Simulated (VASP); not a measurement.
Here is a VASP 6.6.1 calculation.

INCAR

```
  PREC = Accurate
  ENCUT = 500
  EDIFF = 1E-6
  ISMEAR = 0
  SIGMA = 0.02
  LREAL = False
  LASPH = True
  NELM = 120
  ALGO = Normal
  ISIF = 2
  LWAVE = False
  LCHARG = False
  GGA = PE
  IVDW = 12
  NBANDS = 35
  GGA_COMPAT = False
```

File KPOINTS:

```
Automatic mesh
0
Gamma
  12 12 4
```

Contents of POSCAR:

```
WS2
1.0
    3.1388783141      0.0000000000      0.0000000000
   -1.5694391571      2.7183483594      0.0000000000
    0.0000000000      0.0000000000     11.8911299283
W S
2 4
Direct
    0.3333333333      0.6666666667      0.2500000000
    0.6666666667      0.3333333333      0.7500000000
    0.3333333333      0.6666666667      0.6174369554
    0.6666666667      0.3333333333      0.1174369554
    0.3333333333      0.6666666667      0.8825630446
    0.6666666667      0.3333333333      0.3825630446
```

Potentials or basis: VASP PAW PBE potentials, release 64 (W_sv, S).

The run is started by

```console
$ cat potpaw_PBE.64/W_sv/POTCAR potpaw_PBE.64/S/POTCAR > POTCAR
$ mpirun -np 1 vasp_std > vasp.out
```

**Question.** What does it give for the band gap on the k mesh?

**Answer.** 0.79 eV (least direct gap 1.87 eV).

**Question.** Predict the dispersion energy per atom.

**Answer.** -0.450 eV.

Caveat: spin-orbit coupling is left out, which moves the levels of the heavy elements. A k mesh can miss the band edges.
